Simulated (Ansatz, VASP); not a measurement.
Two plane-wave programs on VH3

```
CELL_PARAMETERS angstrom
4.17427 0.00000 0.00000
-2.08713 3.61502 0.00000
0.00000 0.00000 2.88918
ATOMIC_POSITIONS crystal
V 0.33333 0.66667 0.25000
V 0.66667 0.33333 0.75000
H 0.82424 0.64847 0.25000
H 0.17576 0.82424 0.75000
H 0.35153 0.17576 0.25000
H 0.17576 0.35153 0.75000
H 0.82424 0.17576 0.25000
H 0.64847 0.82424 0.75000
```

Alike in both runs: functional PBE; k mesh 6 × 6 × 6; occupations gaussian, width 0.1 eV; collinear spin.

Ansatz relaxed the structure, and its values are those at the end. VASP's run is a single point on that final structure, the one shown.

```csv
,VASP,Ansatz
version,VASP 6.6.1,Ansatz 0.2.0
potentials or method,"VASP PAW PBE potentials, release 64 (V_sv, H), cutoff 520 eV","scalar-relativistic, plane waves, PAW"
valence electrons in the cell,32,32
```

Ansatz gave:

- gap on the k mesh at the Fermi level (eV): none
- pressure (GPa): 0.0
- rms of the force components (eV/Å): 0.005
- net moment per atom (μB): 0.00

**Question.** Estimate VASP's values.

**Answer.** gap on the k mesh at the Fermi level (eV): none; pressure (GPa): 0.0; rms of the force components (eV/Å): 0.009; net moment per atom (μB): 0.00.

A gap of «none» marks a metal or a gap that the smearing closes. With one functional, cell and mesh, what is left measures potentials, basis and numerics. Ansatz's warnings: seeded moment not kept.

The k mesh is coarse, so the values compare programs but aren't converged.
